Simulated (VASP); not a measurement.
# Rh (P6_3/mmc) in VASP: further runs

The runs below take Rh through single point, with PBE.

Everything below comes from runs of VASP 6.6.1. Logs are shortened: lines on timing, memory, paths and dates and some standing lists are left out, and cuts for length are marked.

### 1 The cell of the first run

The structure is hexagonal, space group P6_3/mmc (No. 194). The conventional cell has a = 2.655 Å, b = 2.655 Å, c = 8.679 Å, α = 90.00°, β = 90.00°, γ = 120.00°. Rh (site symmetry -6m2) has 12 Rh at 2.66 Å within 3.5 Å. Within 3.5 Å of Rh (site symmetry -3m) lie 12 Rh at 2.66 Å.

This isn't the form of Rh at room conditions, which is fcc.

### 2 Single point, PBE

The input, INCAR:

```
PREC = Accurate
ENCUT = 520
EDIFF = 1E-6
ISMEAR = -1
SIGMA = 0.05
LREAL = F
LASPH = T
NELM = 80
ALGO = Fast
ISIF = 2
LWAVE = F
LCHARG = F
GGA = PE
NBANDS = 38
```

The input, KPOINTS:

```
regular mesh
0
Gamma
  11 11 3
```

The input, POSCAR:

```
Rh
1.0
    2.6553652365      0.0000000000      0.0000000000
   -1.3276826182      2.2996137512      0.0000000000
    0.0000000000      0.0000000000      8.6791627142
Rh
4
Direct
    0.6666666667      0.3333333333      0.7500000000
    0.0000000000      0.0000000000      0.5000000000
    0.3333333333      0.6666666667      0.2500000000
    0.0000000000      0.0000000000      0.0000000000
```

Potentials or basis: VASP PAW PBE potentials, release 64 (Rh_pv).

The run is started by

```bash
> cat potpaw_PBE.64/Rh_pv/POTCAR > POTCAR
> mpirun -np 1 vasp_std > vasp.out
```

OUTCAR:

```text
PREC = Accurate
   ENCUT = 520
   EDIFF = 1E-6
   ISMEAR = -1
   LREAL = F
   LASPH = T
   NELM = 80
   ISIF = 2
   GGA = PE

 ion  position               nearest neighbor table
   1  0.667  0.333  0.750-   2 2.66   4 2.66   2 2.66   4 2.66   2 2.66   4 2.66
   2  0.000  0.000  0.500-   1 2.66   3 2.66   1 2.66   3 2.66   1 2.66   3 2.66
   3  0.333  0.667  0.250-   2 2.66   4 2.66   2 2.66   4 2.66   2 2.66   4 2.66
   4  0.000  0.000  0.000-   1 2.66   3 2.66   1 2.66   3 2.66   1 2.66   3 2.66

  LATTYP: Found a hexagonal cell.
 ALAT       =     2.6553652365
 C/A-ratio  =     3.2685382014

  Lattice vectors:

 A1 = (   2.6553652365,   0.0000000000,   0.0000000000)
 A2 = (  -1.3276826182,   2.2996137512,   0.0000000000)
 A3 = (   0.0000000000,   0.0000000000,   8.6791627142)

Analysis of symmetry for initial positions (statically):
=====================================================================
 Subroutine PRICEL returns:
 Original cell was already a primitive cell.

 Routine SETGRP: Setting up the symmetry group for a
 hexagonal supercell.

 Subroutine GETGRP returns: Found 24 space group operations
 (whereof 12 operations were pure point group operations)
 out of a pool of 24 trial point group operations.

The static configuration has the point symmetry D_3d.
 The point group associated with its full space group is D_6h.

Analysis of symmetry for dynamics (positions and initial velocities):
=====================================================================
 Subroutine PRICEL returns:
 Original cell was already a primitive cell.

 Routine SETGRP: Setting up the symmetry group for a
 hexagonal supercell.

 Subroutine GETGRP returns: Found 24 space group operations
 (whereof 12 operations were pure point group operations)
 out of a pool of 24 trial point group operations.

The dynamic configuration has the point symmetry D_3d.
 The point group associated with its full space group is D_6h.

 Subroutine INISYM returns: Found 24 space group operations
 (whereof 12 operations are pure point group operations),
 and found     1 'primitive' translations

----------------------------------------------------------------------------------------

                                     Primitive cell

  volume of cell :      52.9977

  direct lattice vectors                    reciprocal lattice vectors
     2.655365236  0.000000000  0.000000000     0.376596028  0.217427818  0.000000000
    -1.327682618  2.299613751  0.000000000     0.000000000  0.434855636  0.000000000
     0.000000000  0.000000000  8.679162714     0.000000000  0.000000000  0.115218487

  length of vectors
     2.655365236  2.655365237  8.679162714     0.434855636  0.434855636  0.115218487

  position of ions in fractional coordinates (direct lattice)
     0.666666667  0.333333333  0.750000000
     0.000000000  0.000000000  0.500000000
     0.333333333  0.666666667  0.250000000
     0.000000000  0.000000000  0.000000000

  ion indices of the primitive-cell ions
   primitive index   ion index
                 1           1
                 2           2
                 3           3
                 4           4

----------------------------------------------------------------------------------------

 KPOINTS: regular mesh

Automatic generation of k-mesh.
 Grid dimensions read from file:
 generate k-points for:   11   11    3

 Generating k-lattice:

  Cartesian coordinates                     Fractional coordinates (reciprocal lattice)
     0.034236003  0.019766165  0.000000000     0.090909091 -0.000000000  0.000000000
     0.000000000  0.039532331  0.000000000     0.000000000  0.090909091  0.000000000
     0.000000000  0.000000000  0.038406162     0.000000000  0.000000000  0.333333333

  Length of vectors
     0.039532331  0.039532331  0.038406162

  Shift w.r.t. Gamma in fractional coordinates (k-lattice)
     0.000000000  0.000000000  0.000000000

 Subroutine IBZKPT returns following result:
 ===========================================

 Found     32 irreducible k-points:

 Following reciprocal coordinates:
            Coordinates               Weight
  0.000000  0.000000  0.000000      1.000000
  0.090909  0.000000  0.000000      6.000000
  0.181818  0.000000  0.000000      6.000000
  0.272727  0.000000  0.000000      6.000000
  0.363636  0.000000  0.000000      6.000000
  0.454545  0.000000  0.000000      6.000000
[... 16 lines left out ...]
  0.090909  0.090909  0.333333     12.000000
  0.181818  0.090909  0.333333     24.000000
 [... further k-points ...]
   k-points           NKPTS =     32   k-points in BZ     NKDIM =     32   number of bands    NBANDS=     38
   number of dos      NEDOS =    301   number of ions     NIONS =      4
   total plane-waves  NPLWV =  28000
   dimension x,y,z NGX =    20 NGY =   20 NGZ =   70
   dimension x,y,z NGXF=    40 NGYF=   40 NGZF=  140
   ions per type =               4
   NGX,Y,Z   is equivalent  to a cutoff of  12.52, 12.52, 13.41 a.u.
   NGXF,Y,Z  is equivalent  to a cutoff of  25.04, 25.04, 26.82 a.u.
 SYSTEM =  unknown system
   PREC   = accura    normal or accurate (medium, high low for compatibility)
   ISTART =      0    job   : 0-new  1-cont  2-samecut
   ICHARG =      2    charge: 1-file 2-atom 10-const
   ISPIN  =      1    spin polarized calculation?
   LNONCOLLINEAR =      F non collinear calculations
   LSORBIT =      F    spin-orbit coupling
   LASPH  =      T    aspherical Exc in radial PAW
   ENCUT  =  520.0 eV  38.22 Ry    6.18 a.u.   4.94  4.94 16.14*2*pi/ulx,y,z
   NELM   =     80;   NELMIN=  2; NELMDL= -5     # of ELM steps
   EDIFF  = 0.1E-05   stopping-criterion for ELM
   LREAL  =      F    real-space projection
   EDIFFG = 0.1E-04   stopping-criterion for IOM
   NSW    =      0    number of steps for IOM
   IBRION =     -1    ionic relax: 0-MD 1-quasi-New 2-CG
   NFREE  =      0    steps in history (QN), initial steepest desc. (CG)
   ISIF   =      2    stress and relaxation
   ISYM   =      2    0-nonsym 1-usesym 2-fastsym
   POTIM  = 0.5000    time-step for ionic-motion
   TEBEG  =    0.0;   TEEND  =   0.0 temperature during run
   PSTRESS=    0.0 pullay stress
   NELECT =      60.0000    total number of electrons
   NUPDOWN=      -1.0000    fix difference up-down
   EMIN   =  10.00;   EMAX   =-10.00  energy-range for DOS
   EFERMI =   0.00;   METHOD = LEGACY
   ISMEAR =    -1;   SIGMA  =   0.05  broadening in eV -4-tet -1-fermi 0-gaus
   EFERMI_NEDOS =   21; number of points for ismear=-14 and -15
   IALGO  =     68    algorithm
   IMIX   =      4    mixing-type and parameters
     AMIX     =   0.40;   BMIX     =  1.00
     AMIX_MAG =   1.60;   BMIX_MAG =  1.00
  volume/ion in A,a.u.               =      13.25        89.41
  Fermi-wavevector in a.u.,A,eV,Ry     =   1.706238  3.224322 39.609930  2.911248
  Thomas-Fermi vector in A             =   2.785311
   LORBIT       =      0    0 simple, 1 ext, 2 COOP (PROOUT), +10 PAW based schemes
   GGA     = PE    functional components
   LHFCALC =     F    Hartree Fock is set to
   AEXX    =    0.0000 exact exchange contribution
   IVDW    =     0    specifies the selected vdW correction
   LEPSILON=     F    determine dielectric tensor
   LRPA    =     F    only Hartree local field effects (RPA)
 non-spin polarized calculation
 RMM-DIIS sequential band-by-band and
  energy-cutoff  :      520.00
  volume of cell :       53.00
 maximum number of plane-waves:      1455
 NGX is ok and might be reduce to    20
   NGX =  9   NGY =  9   NGZ = 33

 number of electron      60.0000000 magnetization

 Free energy of the ion-electron system (eV)
  ---------------------------------------------------
  ext. energy  EPLUGINS =         0.00000000
  ---------------------------------------------------
  free energy    TOTEN  =       -28.79938274 eV

  energy without entropy =      -28.75047836  energy(sigma->0) =      -28.77493055

 E-fermi :  12.6158     XC(G=0): -14.2711

 val. band max:       12.6047148476   @ k =   0.2727   0.0909   0.0000
 cond. band min:      12.6179386793   @ k =   0.3636   0.2727   0.3333
 fundamental gap:      0.0132238317
 Fermi energy:        12.6157754143

 k-point     1 :       0.0000    0.0000    0.0000
  band No.  band energies     occupation
      1     -34.6761      2.00000
      2     -34.2706      2.00000
      3     -34.2682      2.00000
      4     -33.9471      2.00000
      5     -33.9471      2.00000
      6     -33.8957      2.00000
[... 30 lines left out ...]
     37      21.5814      0.00000
     38      27.1332      0.00000

 k-point     2 :       0.0909    0.0000    0.0000
  band No.  band energies     occupation
      1     -34.6545      2.00000
      2     -34.2761      2.00000
      3     -34.2744      2.00000
      4     -33.9975      2.00000
      5     -33.9633      2.00000
      6     -33.9350      2.00000
[... 30 lines left out ...]
     37      21.5269      0.00000
     38      27.4949      0.00000

 k-point     3 :       0.1818    0.0000    0.0000
  band No.  band energies     occupation
      1     -34.5939      2.00000
      2     -34.3122      2.00000
      3     -34.3084      2.00000
      4     -34.1271      2.00000
      5     -34.0472      2.00000
      6     -34.0096      2.00000
[... 30 lines left out ...]
     37      21.4055      0.00000
     38      28.0438      0.00000

 k-point     4 :       0.2727    0.0000    0.0000
  band No.  band energies     occupation
      1     -34.5133      2.00000
      2     -34.4209      2.00000
      3     -34.3919      2.00000
      4     -34.2877      2.00000
      5     -34.2248      2.00000
      6     -34.0727      2.00000
[... 30 lines left out ...]
     37      21.3379      0.00000
     38      25.8375      0.00000
[... 703 lines left out ...]
      4     -34.5236      2.00000
      5     -34.2265      2.00000
      6     -34.1674      2.00000
[... 30 lines left out ...]
     37      22.0906      0.00000
     38      22.1557      0.00000

 k-point    23 :       0.0909    0.0909    0.3333
  band No.  band energies     occupation
      1     -34.5709      2.00000
      2     -34.4546      2.00000
      3     -34.1380      2.00000
      4     -34.0684      2.00000
      5     -34.0366      2.00000
      6     -34.0337      2.00000
[... 30 lines left out ...]
     37      22.9649      0.00000
     38      25.7874      0.00000

 k-point    24 :       0.1818    0.0909    0.3333
  band No.  band energies     occupation
      1     -34.5164      2.00000
      2     -34.4524      2.00000
      3     -34.2698      2.00000
      4     -34.1971      2.00000
      5     -34.1859      2.00000
      6     -34.1257      2.00000
[... 30 lines left out ...]
     37      23.2724      0.00000
     38      26.1568      0.00000

 [... further k-points ...]

------------------------ aborting loop because EDIFF is reached ----------------------------------------

  FORCE on cell =-STRESS in cart. coord.  units (eV):
  Direction    XX          YY          ZZ          XY          YZ          ZX
  --------------------------------------------------------------------------------------
  -------------------------------------------------------------------------------------
  Total        6.1938463      6.1938463      5.6114986      0.0000000     -0.0000000     -0.0000000
  in kB      187.2466312    187.2466312    169.6416335      0.0000000     -0.0000000     -0.0000000
  external PRESSURE =     181.3782986 kB  Pullay stress =       0.0000000 kB

 VOLUME and BASIS-vectors are now :
 -----------------------------------------------------------------------------
  energy-cutoff  :      520.00
  volume of cell :       53.00
      direct lattice vectors                 reciprocal lattice vectors
     2.655365236  0.000000000  0.000000000     0.376596028  0.217427818  0.000000000
    -1.327682618  2.299613751  0.000000000     0.000000000  0.434855636  0.000000000
     0.000000000  0.000000000  8.679162714     0.000000000  0.000000000  0.115218487

 POSITION                                       TOTAL-FORCE (eV/Angst)
 -----------------------------------------------------------------------------------
      1.32768      0.76654      6.50937        -0.000000     -0.000000      0.000000
      0.00000      0.00000      4.33958         0.000000      0.000000     -0.000000
     -0.00000      1.53308      2.16979         0.000000      0.000000     -0.000000
      0.00000      0.00000      0.00000         0.000000      0.000000     -0.000000
 -----------------------------------------------------------------------------------
    total drift:                                0.000000     -0.000000      0.000000

  FREE ENERGIE OF THE ION-ELECTRON SYSTEM (eV)
  ---------------------------------------------------
  free  energy   TOTEN  =       -28.7993827385 eV

  energy  without entropy=      -28.7504783579  energy(sigma->0) =      -28.77493055
```

Wall time 97 s (1 thread of AMD EPYC 7R43 (Zen 3), shared host); peak memory 0.15 GiB.

Results:

```
Free energy            : -28.7994 eV
Pressure               : 18.1 GPa
Band gap on the k mesh : zero (bands 30 and 31 overlap by 1.74 eV)
```

Levels at points of the mesh, in eV from the Fermi level:
```csv
k point,band 26,band 27,band 28,band 29,band 30,band 31,band 32,band 33
"(0.00, 0.00, 0.00)",-2.78,-2.78,-1.53,-1.53,-0.90,-0.90,-0.36,-0.36
```

Caveat: the cell stands under pressure.

### 3 Single point, PBE

This run uses another cell than the first one, of 13.53 Å³/atom.

The input, INCAR:

```
PREC = Accurate
ENCUT = 520
EDIFF = 1E-7
ISMEAR = -1
SIGMA = 0.05
LREAL = False
LASPH = True
NELM = 80
ALGO = Normal
ISIF = 2
LWAVE = False
LCHARG = False
GGA = PE
NBANDS = 38
```

KPOINTS is that of step 2.

The input, POSCAR:

```
Rh
1.0
    2.6736786789      0.0000000000      0.0000000000
   -1.3368393395      2.3154736575      0.0000000000
    0.0000000000      0.0000000000      8.7390209003
Rh
4
Direct
    0.6666666667      0.3333333333      0.7500000000
    0.0000000000      0.0000000000      0.5000000000
    0.3333333333      0.6666666667      0.2500000000
    0.0000000000      0.0000000000      0.0000000000
```

Potentials or basis: VASP PAW PBE potentials, release 64 (Rh_pv).

The run is started by

```bash
> cat potpaw_PBE.64/Rh_pv/POTCAR > POTCAR
> mpirun -np 1 vasp_std > vasp.out
```

Run time: 67 s. Hardware: 1 thread of AMD EPYC 7R43 (Zen 3), shared host; peak memory 0.15 GiB.

The run converged. Its results:

- Free energy: -28.9011 eV
- Pressure: 11.3 GPa
- Band gap on the k mesh: zero (bands 30 and 31 overlap by 1.68 eV)

Stress tensor (GPa, compression positive):
```
11.86  0.00  0.00
 0.00 11.86  0.00
 0.00  0.00 10.20
```

Levels at points of the mesh, in eV from the Fermi level:
```
           k point  band 27  band 28  band 29  band 30  band 31  band 32
(0.00, 0.00, 0.00)    -2.69    -1.48    -1.48    -0.87    -0.87    -0.36
```

Caveat: the cell stands under pressure.

### 4 Single point, PBE

This run uses another cell than the first one, of 13.80 Å³/atom.

The input, INCAR:

```
PREC = Accurate ; ENCUT = 520
EDIFF = 1E-6 ; ISMEAR = -1
SIGMA = 0.05 ; LREAL = False
LASPH = True ; NELM = 100
ALGO = Fast ; ISIF = 2
LWAVE = False ; LCHARG = True
GGA = PE ; LELF = True
LVHAR = True ; NBANDS = 38
```

KPOINTS is that of step 3.

The input, POSCAR:

```
Rh
1.0
    2.6917446234      0.0000000000      0.0000000000
   -1.3458723117      2.3311192244      0.0000000000
    0.0000000000      0.0000000000      8.7980701300
Rh
4
Direct
    0.6666666667      0.3333333333      0.7500000000
    0.0000000000      0.0000000000      0.5000000000
    0.3333333333      0.6666666667      0.2500000000
    0.0000000000      0.0000000000      0.0000000000
```

Potentials or basis: VASP PAW PBE potentials, release 64 (Rh_pv).

The run is started by

```bash
> cat potpaw_PBE.64/Rh_pv/POTCAR > POTCAR
> mpirun -np 1 vasp_std > vasp.out
```

OUTCAR:

```text
PREC = Accurate
   ENCUT = 520
   EDIFF = 1E-6
   ISMEAR = -1
   LREAL = False
   LASPH = True
   NELM = 100
   ISIF = 2
   GGA = PE

 ion  position               nearest neighbor table
   1  0.667  0.333  0.750-   2 2.69   4 2.69   2 2.69   4 2.69   2 2.69   4 2.69
   2  0.000  0.000  0.500-   1 2.69   3 2.69   1 2.69   3 2.69   1 2.69   3 2.69
   3  0.333  0.667  0.250-   2 2.69   4 2.69   2 2.69   4 2.69   2 2.69   4 2.69
   4  0.000  0.000  0.000-   1 2.69   3 2.69   1 2.69   3 2.69   1 2.69   3 2.69

  LATTYP: Found a hexagonal cell.
[... 1187 lines left out ...]
  --------------------------------------------------------------------------------------
  -------------------------------------------------------------------------------------
  Total        2.0298718      2.0298718      1.4751323      0.0000000      0.0000000      0.0000000
  in kB       58.9105989     58.9105989     42.8110415      0.0000000      0.0000000      0.0000000
  external PRESSURE =      53.5440798 kB  Pullay stress =       0.0000000 kB

 VOLUME and BASIS-vectors are now :
 -----------------------------------------------------------------------------
  energy-cutoff  :      520.00
  volume of cell :       55.21
      direct lattice vectors                 reciprocal lattice vectors
     2.691744623  0.000000000  0.000000000     0.371506268  0.214489244  0.000000000
    -1.345872312  2.331119224  0.000000000     0.000000000  0.428978488  0.000000000
     0.000000000  0.000000000  8.798070130     0.000000000  0.000000000  0.113661290

 POSITION                                       TOTAL-FORCE (eV/Angst)
 -----------------------------------------------------------------------------------
      1.34587      0.77704      6.59855         0.000000      0.000000      0.000000
      0.00000      0.00000      4.39904        -0.000000      0.000000     -0.000000
     -0.00000      1.55408      2.19952        -0.000000     -0.000000      0.000000
      0.00000      0.00000      0.00000        -0.000000      0.000000     -0.000000
 -----------------------------------------------------------------------------------
    total drift:                                0.000000     -0.000000      0.000000

  FREE ENERGIE OF THE ION-ELECTRON SYSTEM (eV)
  ---------------------------------------------------
  free  energy   TOTEN  =       -28.9587447398 eV

  energy  without entropy=      -28.9069711573  energy(sigma->0) =      -28.93285795
```

stdout:

```text
POSCAR found type information on POSCAR Rh
 POSCAR found :  1 types and       4 ions
 scaLAPACK will be used
 LDA part: xc-table for (Slater+PW92), standard interpolation
 POSCAR, INCAR and KPOINTS ok, starting setup
 FFT: planning ... GRIDC
 FFT: planning ... GRID_SOFT
 FFT: planning ... GRID
 WAVECAR not read
 entering main loop
```

It took 64 s on 1 thread of AMD EPYC 7R43 (Zen 3), shared host; peak memory 0.15 GiB.

Results:

- Free energy: -28.9587 eV
- Pressure: 5.4 GPa
- Band gap on the k mesh: zero (bands 30 and 31 overlap by 1.63 eV)

Stress tensor (GPa, compression positive):
```
5.89 0.00 0.00
0.00 5.89 0.00
0.00 0.00 4.28
```

Caveat: the cell stands under pressure.

### 5 Single point, PBE

This run uses another cell than the first one, of 13.80 Å³/atom.

The input, INCAR:

```
SYSTEM = Rh
  PREC = Accurate
  ENCUT = 520
  EDIFF = 1E-7
  ISMEAR = -1
  SIGMA = 0.05
  LREAL = .FALSE.
  LASPH = .TRUE.
  NELM = 100
  ALGO = Normal
  ISIF = 2
  LWAVE = .FALSE.
  LCHARG = .TRUE.
  GGA = PE
  LELF = .TRUE.
  LVHAR = .TRUE.
  NBANDS = 38
```

The input, KPOINTS:

```
Automatic mesh
0
G
  11 11 3
  0 0 0
```

POSCAR is that of step 4.

The run is started by

```bash
> cat potpaw_PBE.64/Rh_pv/POTCAR > POTCAR
> mpirun -np 1 vasp_std > vasp.out
```

Run time: 61 s. Hardware: 1 thread of AMD EPYC 7R43 (Zen 3), shared host; peak memory 0.15 GiB.

The run converged. Its results:

| Quantity | Value |
| --- | --- |
| Free energy | -28.9587 eV |
| Pressure | 5.3 GPa |
| Band gap on the k mesh | zero (bands 30 and 31 overlap by 1.63 eV) |

Stress tensor (GPa, compression positive):
```
5.83 0.00 0.00
0.00 5.83 0.00
0.00 0.00 4.24
```

Levels at points of the mesh, in eV from the Fermi level:
```
           k point  band 26  band 27  band 28  band 29  band 30  band 31  band 32  band 33
(0.00, 0.00, 0.00)    -2.61    -2.61    -1.43    -1.43    -0.84    -0.84    -0.35    -0.35
```

Caveat: the cell stands under pressure.

[end of part 1 of 2]
